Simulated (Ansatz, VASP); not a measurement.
# Na2S: VASP beside Ansatz

File INCAR:

```
ALGO = Normal
EDIFF = 1E-6
ENCUT = 500
GGA_COMPAT = False
ISIF = 2
ISMEAR = -1
LASPH = True
LCHARG = False
LREAL = False
LWAVE = False
NBANDS = 17
NELM = 120
PREC = Accurate
SIGMA = 0.05
```

File KPOINTS:

```
k-points
0
Gamma
  7 7 7
```

Contents of POSCAR:

```
Na2S
1.0
    0.0000000000      3.2951794397      3.2951794397
    3.2951794397      0.0000000000      3.2951794397
    3.2951794397      3.2951794397      0.0000000000
S Na
1 2
Direct
    0.0000000000      0.0000000000      0.0000000000
    0.7500000000      0.7500000000      0.7500000000
    0.2500000000      0.2500000000      0.2500000000
```

Contents of input.yaml:

```yaml
crystal:
  lattice:
    - [0.0, 3.2951794397, 3.2951794397]
    - [3.2951794397, 0.0, 3.2951794397]
    - [3.2951794397, 3.2951794397, 0.0]
  atoms:
    - { symbol: S, position: [0.0, 0.0, 0.0] }
    - { symbol: Na, position: [0.75, 0.75, 0.75] }
    - { symbol: Na, position: [0.25, 0.25, 0.25] }
hamiltonian:
  xc: lda
  pseudopotentials: { kind: paw }
kpoints:
  mp_grid: { grid: [7, 7, 7] }
scf:
  occupations: { method: fermi_dirac, width: 0.05 }
output:
  forces: true
  stress: true
  eigenvalues: true
  write_density: true
  write_potential: true
  elf: true
  volumetric_format: npy
```

Alike in both runs: task single point; functional LDA; k mesh 7 × 7 × 7; occupations fermi-dirac, width 0.05 eV; no spin polarisation.

|  | VASP | Ansatz |
| --- | --- | --- |
| version | VASP 6.6.1 | Ansatz 0.2.0 |
| potentials or method | VASP PAW LDA potentials, release 64 (S, Na_pv) | Ansatz PAW |
| plane-wave cutoff (eV) | 500 | 420 |
| valence electrons in the cell | 20 | 24 |

|  | VASP | Ansatz | Ansatz less VASP |
| --- | --- | --- | --- |
| gap on the k mesh at the Fermi level (eV) | 2.18 | 2.17 | -0.007 |
| least direct gap on the mesh (eV) | 2.18 | 2.17 | -0.007 |
| pressure (GPa) | -2.6 | -2.6 | +0.02 |

LDA's correlation is that of Perdew and Zunger in VASP and of Perdew and Wang (1992) in Ansatz. VASP's potentials hold 20 valence electrons a cell and Ansatz's 24, so a difference there can come from the potentials and not from the codes.

Noted on Ansatz's run: odd divisions of the mesh miss points on the zone boundary, where band edges often lie, so the gap on the mesh can be too wide.
